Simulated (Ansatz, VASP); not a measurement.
# ZnS in VASP and in Ansatz

```
Zn S
1.0
     4.79620    0.00000    0.00000
     0.00000    4.17354    0.00000
     0.00000    0.00000    5.22645
Zn S
1 1
Direct
  0.50000 0.00000 0.50000
  0.50000 0.50000 0.50000
```

Alike in both runs: functional PBE; k mesh 6 × 6 × 4; occupations gaussian, width 0.1 eV; no spin polarisation.

Ansatz relaxed the structure, and its values are those at the end. VASP's run is a single point on that final structure, the one shown.

|  | VASP | Ansatz |
| --- | --- | --- |
| version | VASP 6.6.1 | Ansatz 0.2.0 |
| potentials or method | VASP PAW PBE potentials, release 64 (Zn, S), cutoff 520 eV | scalar-relativistic, plane waves, PAW |
| valence electrons in the cell | 18 | 18 |

Ansatz gave:

* gap on the k mesh at the Fermi level (eV): 1.10
* least direct gap on the mesh (eV): 2.10
* pressure (GPa): 0.1

**Question.** Estimate VASP's values.

**Answer.** gap on the k mesh at the Fermi level (eV): 1.11; least direct gap on the mesh (eV): 2.10; pressure (GPa): 0.1.

The functional is the same, so the differences come from potentials, cutoffs and numerics.
